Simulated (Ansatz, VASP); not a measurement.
# Two plane-wave programs on AsAu

Contents of INCAR:

```
SYSTEM = AsAu
PREC = Accurate
ENCUT = 600
EDIFF = 1E-6
ISMEAR = -1
SIGMA = 0.08
LREAL = .FALSE.
LASPH = .TRUE.
NELM = 100
ALGO = Normal
ISIF = 3
LWAVE = .FALSE.
LCHARG = .FALSE.
GGA = PE
IBRION = 2
NSW = 100
EDIFFG = -0.005
```

File KPOINTS:

```
regular mesh
0
G
  11 11 11
  0 0 0
```

The input POSCAR:

```
AsAu
1.0
    0.0000000000      3.0224401212      3.0224401212
    3.0224401212      0.0000000000      3.0224401212
    3.0224401212      3.0224401212      0.0000000000
Au As
1 1
Direct
    0.0000000000      0.0000000000      0.0000000000
    0.2500000000      0.2500000000      0.2500000000
```

Input for Ansatz:

```yaml
crystal:
  lattice:
    - [0.0, 3.0224401212, 3.0224401212]
    - [3.0224401212, 0.0, 3.0224401212]
    - [3.0224401212, 3.0224401212, 0.0]
  atoms:
    - { symbol: Au, position: [0.0, 0.0, 0.0] }
    - { symbol: As, position: [0.25, 0.25, 0.25] }
kpoints:
  mp_grid: { grid: [11, 11, 11] }
scf:
  occupations: { method: fermi_dirac, width: 0.08 }
hamiltonian:
  xc: pbe
  pseudopotentials: { kind: paw }
output:
  forces: true
  stress: true
relax:
  f_tol: 0.005
  max_steps: 80
  cell: {}
```

Alike in both runs: task relaxation of cell and atoms; functional PBE; k mesh 11 × 11 × 11; occupations fermi-dirac, width 0.08 eV; no spin polarisation.

|  | VASP | Ansatz |
| --- | --- | --- |
| version | VASP 6.6.1 | Ansatz 0.2.0 |
| potentials or method | VASP PAW PBE potentials, release 64 (Au, As) | PAW with Ansatz's default frozen-core files, scalar-relativistic |
| plane-wave cutoff (eV) | 600 | 420 |
| valence electrons in the cell | 16 | 34 |

VASP gave:

* relaxed volume (Å³/atom): 24.89
* relaxed length of the cell vector where the two differ most in proportion (Å): 4.129

**Question.** Which values does Ansatz return?

**Answer.** Relaxed volume (Å³/atom): 24.90; relaxed length of the cell vector where the two differ most in proportion (Å): 4.130.

VASP's potentials hold 16 valence electrons a cell and Ansatz's 34, so a difference there can come from the potentials and not from the codes.

Spin-orbit coupling is off throughout.
